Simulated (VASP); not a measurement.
Write the native input for VASP 6.6.1 that does the following.

| Item | Value |
| --- | --- |
| Task | relaxation of cell and atoms |
| Functional | PBE |
| Potentials or basis | VASP PAW PBE potentials, release 64 (I) |
| Cutoff | 600 eV |
| k mesh | 9 × 9 × 9 |
| Occupations | fermi-dirac, width 0.02 eV |
| Spin | no spin polarisation |
| Dipole correction | no |
| Further INCAR settings | ALGO = Normal; EDIFF = 1e-06; IBRION = 2; EDIFFG = -0.03; NSW = 80; ISIF = 3 |

The structure of I lies in POSCAR:

```
I
1.0
    2.0150000000      2.0150000000      2.0150000000
   -2.0150000000      2.0150000000      2.0150000000
   -2.0150000000     -2.0150000000      2.0150000000
I
1
Direct
    0.0000000000      0.0000000000      0.0000000000
```

These files were run (other wordings do the same):

INCAR

```
SYSTEM = I
PREC = Accurate
ENCUT = 600
EDIFF = 1E-6
ISMEAR = -1
SIGMA = 0.02
LREAL = .False.
LASPH = .True.
NELM = 100
ALGO = Normal
ISIF = 3
LWAVE = .False.
LCHARG = .False.
GGA = PE
IBRION = 2
NSW = 80
EDIFFG = -0.03
```

KPOINTS

```
regular mesh
0
Gamma
  9 9 9
  0 0 0
```

Potentials or basis: VASP PAW PBE potentials, release 64 (I).

Run with:

```sh
$ cat potpaw_PBE.64/I/POTCAR > POTCAR
$ mpirun -np 1 vasp_std > vasp.out
```

Results of the run:

```yaml
Relaxed_volume: 36.16 Å³/atom
Relaxed_cell: a = 3.608 Å, b = 3.608 Å, c = 3.608 Å, α = 70.53°, β = 109.47°, γ = 70.53°
Space_group_after_relaxing_to_0.1_Å: Im-3m (No. 229)
Energy_gained_by_relaxing: 28.6 meV/atom
Ionic_steps: 3
Pressure_after_relaxing: 0.0 GPa
Band_gap_on_the_k_mesh: zero (an odd number of electrons rules out a gap without spin polarisation)
```

Caveat: spin-orbit coupling is left out, which moves the levels of the heavy elements; an odd number of electrons without spin polarisation forces a metal; a magnetic or distorted state may lie lower.

Wall time 28 s on 1 thread of AMD EPYC 7R43 64-Core Processor (Zen 3), on a shared host, peak memory 0.13 GiB.
